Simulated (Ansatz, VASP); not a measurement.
**Hf in VASP and in Ansatz**

Contents of POSCAR:

```
Hf
1.0
    2.8566409408      0.0000000000      0.0000000000
    0.0000000000      2.8566409408      0.0000000000
    0.0000000000      0.0000000000      2.8566409408
Hf
1
Direct
    0.0000000000      0.0000000000      0.0000000000
```

File INCAR.step1:

```
SYSTEM = Hf
PREC     = Accurate       ! precision mode
ENCUT    = 520            ! plane-wave cutoff, eV
ISMEAR   = 0              ! smearing method
SIGMA    = 0.1            ! smearing width, eV
LREAL    = .False.        ! projectors in reciprocal space
LASPH    = .True.         ! aspherical terms in the spheres
NELM     = 80             ! most SCF steps
NBANDS   = 11             ! bands
GGA      = PE             ! functional
ALGO     = Normal         ! electronic algorithm
EDIFF    = 1E-4           ! SCF threshold, eV
LWAVE    = .True.         ! write WAVECAR
LCHARG   = .False.        ! write CHGCAR
```

INCAR.step2

```
SYSTEM = Hf
PREC     = Accurate       ! precision mode
ENCUT    = 520            ! plane-wave cutoff, eV
EDIFF    = 1E-6           ! SCF threshold, eV
ISMEAR   = 0              ! smearing method
SIGMA    = 0.1            ! smearing width, eV
LREAL    = .False.        ! projectors in reciprocal space
LASPH    = .True.         ! aspherical terms in the spheres
NELM     = 80             ! most SCF steps
ALGO     = Normal         ! electronic algorithm
ISIF     = 2              ! what is computed and relaxed
LWAVE    = .False.        ! write WAVECAR
LCHARG   = .True.         ! write CHGCAR
METAGGA  = R2SCAN         ! meta-GGA
LMIXTAU  = .True.       
LELF     = .True.         ! ELF
LVHAR    = .True.       
NBANDS   = 11             ! bands
ISTART   = 1
```

KPOINTS

```
regular mesh
0
Gamma
  6 6 6
  0 0 0
```

Input for Ansatz:

```yaml
crystal:
  lattice:
    - [2.8566409408, 0.0, 0.0]
    - [0.0, 2.8566409408, 0.0]
    - [0.0, 0.0, 2.8566409408]
  atoms:
    - { symbol: Hf, position: [0.0, 0.0, 0.0] }
basis:
  ecutwfc: 500
kpoints:
  mp_grid: { grid: [6, 6, 6] }
hamiltonian:
  xc: r2scan
scf:
  occupations: { method: gaussian, width: 0.1 }
  lower_state_search: "off"
output:
  forces: true
  stress: true
  eigenvalues: true
```

Alike in both runs: task single point; functional r2SCAN; k mesh 6 × 6 × 6; occupations gaussian, width 0.1 eV; no spin polarisation.

|  | VASP | Ansatz |
| --- | --- | --- |
| version | VASP 6.6.1 | Ansatz 0.2.0 |
| potentials or method | VASP PAW PBE potentials, release 64 (Hf_pv), cutoff 520 eV | scalar-relativistic, plane waves, PAW |
| valence electrons in the cell | 10 | 26 |

Ansatz gave:

- gap on the k mesh at the Fermi level (eV): none
- pressure (GPa): 3.0

Task: Which values does VASP return?

Result: gap on the k mesh at the Fermi level (eV): none; pressure (GPa): 2.7.

VASP's potentials were made for PBE, not for r2SCAN. A gap of «none» marks a metal or a gap that the smearing closes. The functional is the same, so the differences come from potentials, cutoffs and numerics. VASP's potentials hold 10 valence electrons a cell and Ansatz's 26, so a difference there can come from the potentials and not from the codes.

The k mesh is coarse, so the values compare programs but aren't converged. Spin-orbit coupling is off throughout.
